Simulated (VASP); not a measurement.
Crystal: CdTe.

```
Cd Te
1.0
     0.00000    3.30909    3.30909
     3.30909    0.00000    3.30909
     3.30909    3.30909    0.00000
Cd Te
1 1
Direct
  0.00000 0.00000 0.00000
  0.25000 0.25000 0.25000
```

Base run:

* Program: VASP 6.6.1
* Functional: PBEsol
* Potentials or basis: VASP PAW PBE potentials, release 64 (Cd, Te)
* Cutoff: 520 eV
* k mesh: 10 × 10 × 10
* Occupations: gaussian, width 0.05 eV
* Spin: no spin polarisation

Its results: band gap on the k mesh 0.48 eV; pressure -2.0 GPa.

Problem. The run is repeated on the same cell with these changes: functional from PBEsol to PBE; further incar settings from ALGO = Normal; EDIFF = 1e-06; NBANDS = 16 to ALGO = Normal; EDIFF = 1e-07; NBANDS = 16. What comes out?

Solution. Band gap on the k mesh 0.58 eV; pressure 0.1 GPa.

Caveats: spin-orbit coupling is left out, which moves the levels of the heavy elements; the PAW data sets were made with another functional, which shifts forces and pressure a little (at least some runs).

